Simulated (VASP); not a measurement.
# K8Br7 (a cell with a defect) in VASP: notebook, part 2 of 2

VASP 6.6.1. The steps go on from the part before.

### 3 Single point, LDA

Input file INCAR:

```
PREC     = Accurate       # precision mode
ENCUT    = 520            # plane-wave cutoff, eV
EDIFF    = 1E-6           # SCF threshold, eV
ISMEAR   = 0              # smearing method
SIGMA    = 0.02           # smearing width, eV
LREAL    = Auto         
LASPH    = T              # aspherical terms in the spheres
NELM     = 100            # most SCF steps
ALGO     = Normal         # electronic algorithm
ISIF     = 2              # what is computed and relaxed
LWAVE    = F              # write WAVECAR
LCHARG   = F              # write CHGCAR
GGA      = CA             # functional
NBANDS   = 74             # bands
NELECT   = 120.0
```

Input file KPOINTS:

```
regular mesh
0
Gamma
  2 2 2
```

Input file POSCAR:

```
K8Br7
1.0
    0.0000000000      6.3712539718     -6.3712539718
    6.3712539718      6.3712539718      0.0000000000
    6.3712539718      0.0000000000     -6.3712539718
K Br
8 7
Direct
    0.4949297287      0.0249528587      0.4949305135
    0.5045418083      0.4659335530      0.5045410235
    0.0090385661      0.0170545705      0.4909611222
   -0.0477498623      0.5039722972      0.5477497076
    0.4909611222      0.0170534718      0.0090387230
    0.5477497076      0.5039730819     -0.0477500193
   -0.0045407859     -0.0249838573     -0.0045415706
    0.0050698026      0.5148127848      0.0050705874
    0.2500003935      0.3582575754      0.2499999226
    0.7197510914      0.7499288242      0.2703100532
    0.7802486798      0.2399892559      0.2296898705
    0.2703098962      0.7499280395      0.7197510914
    0.2296897921      0.2399901192      0.7802487583
    0.7500005527      0.7831375145      0.7499997679
    0.7499996894      0.2309996598      0.7500004742
```

Potentials or basis: VASP PAW LDA potentials, release 64 (K_sv, Br).

Command:

```bash
cat potpaw_LDA.64/K_sv/POTCAR potpaw_LDA.64/Br/POTCAR > POTCAR
mpirun -np 1 vasp_std > vasp.out
```

OUTCAR:

```text
PREC = Accurate
   ENCUT = 520
   EDIFF = 1E-6
   ISMEAR = 0
   LREAL = Auto
   LASPH = T
   NELM = 100
   ISIF = 2
   GGA = CA
   NELECT = 120.0

 ion  position               nearest neighbor table
   1  0.495  0.025  0.495-  10 3.20  12 3.20  13 3.21  11 3.21   9 3.22  14 3.25
   2  0.505  0.466  0.505-  15 3.13  12 3.20  10 3.20  11 3.21  13 3.21
[... 601 lines left out ...]
  energy-cutoff  :      520.00
  volume of cell :      517.26
      direct lattice vectors                 reciprocal lattice vectors
     0.000000000  6.371253972 -6.371253972    -0.078477487  0.078477487 -0.078477487
     6.371253972  6.371253972  0.000000000     0.078477487  0.078477487  0.078477487
     6.371253972  0.000000000 -6.371253972     0.078477487 -0.078477487 -0.078477487

 POSITION                                       TOTAL-FORCE (eV/Angst)
 -----------------------------------------------------------------------------------
      3.31231      3.31230     -6.30665        -0.008755     -0.008755     -0.011108
      6.18314      6.18315     -6.42912         0.023863      0.023863     -0.040874
      3.23670      0.16625     -3.18562         0.037660      0.083006     -0.000000
      6.70079      9.27796     -9.55688         0.008773      0.071068     -0.000000
      0.16624      3.23669     -3.18563         0.083006      0.037660     -0.000000
      9.27797      6.70079     -9.55688         0.071068      0.008773     -0.000000
     12.55439     12.55440    -12.68464         0.023863      0.023863      0.040874
      3.31231      3.31230     -0.06461        -0.008755     -0.008755      0.011108
      3.87536      3.87537     -3.18563        -0.322723     -0.322723     -0.000000
      6.50020      9.36370     -6.30793        -0.012466      0.026935     -0.030395
      2.99244      6.50020     -6.43457         0.026935     -0.012466      0.030395
      9.36370      6.50020     -6.30793         0.026935     -0.012466     -0.030395
      6.50020      2.99245     -6.43458        -0.012466      0.026935      0.030395
      9.76801      9.76801     -9.55688         0.012730      0.012730      0.000000
      6.25020      6.25020     -9.55688         0.050331      0.050331     -0.000000
 -----------------------------------------------------------------------------------
    total drift:                               -0.001613      0.012745     -0.024304

  FREE ENERGIE OF THE ION-ELECTRON SYSTEM (eV)
  ---------------------------------------------------
  free  energy   TOTEN  =       -50.4480446798 eV

  energy  without entropy=      -50.4480446798  energy(sigma->0) =      -50.44804468
```

Wall time 7.6 min (1 thread of Oxide Virtual Turin-like, shared host); peak memory 0.52 GiB.

What came out:

```yaml
Free_energy: -50.4480 eV
Largest_force: 0.456 eV/Å
```

Forces in eV/Å, atoms in the order of the input:
```
K   -0.009 -0.009 -0.011
K    0.024  0.024 -0.041
K    0.038  0.083  0.000
K    0.009  0.071  0.000
K    0.083  0.038  0.000
K    0.071  0.009  0.000
K    0.024  0.024  0.041
K   -0.009 -0.009  0.011
Br  -0.323 -0.323  0.000
Br  -0.012  0.027 -0.030
Br   0.027 -0.012  0.030
Br   0.027 -0.012 -0.030
Br  -0.012  0.027  0.030
Br   0.013  0.013  0.000
Br   0.050  0.050  0.000
```

Caveat: the k points lie up to 0.43 Å⁻¹ apart; the cell carries a net charge on a neutralising background, which shifts energy and pressure.
